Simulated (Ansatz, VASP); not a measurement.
C: VASP beside Ansatz

```
C
1.0
     0.00000    1.78580    1.78580
     1.78580    0.00000    1.78580
     1.78580    1.78580    0.00000
C
2
Cartesian
  0.0000 0.0000 0.0000
  0.8929 0.8929 0.8929
```

Alike in both runs: functional PBE; k mesh 12 × 12 × 12; occupations gaussian, width 0.02 eV; no spin polarisation.

Ansatz relaxed the structure, and its values are those at the end. VASP's run is a single point on that final structure, the one shown.

|  | VASP | Ansatz |
| --- | --- | --- |
| version | VASP 6.6.1 | Ansatz 0.2.0 |
| potentials or method | VASP PAW PBE potentials, release 64 (C), cutoff 600 eV | scalar-relativistic, plane waves, PAW |
| valence electrons in the cell | 8 | 8 |

|  | VASP | Ansatz | Ansatz less VASP |
| --- | --- | --- | --- |
| gap on the k mesh at the Fermi level (eV) | 4.14 | 4.15 | +0.007 |
| least direct gap on the mesh (eV) | 5.58 | 5.58 | +0.004 |
| pressure (GPa) | 0.0 | 0.0 | +0.01 |

The functional is the same, so the differences come from potentials, cutoffs and numerics.
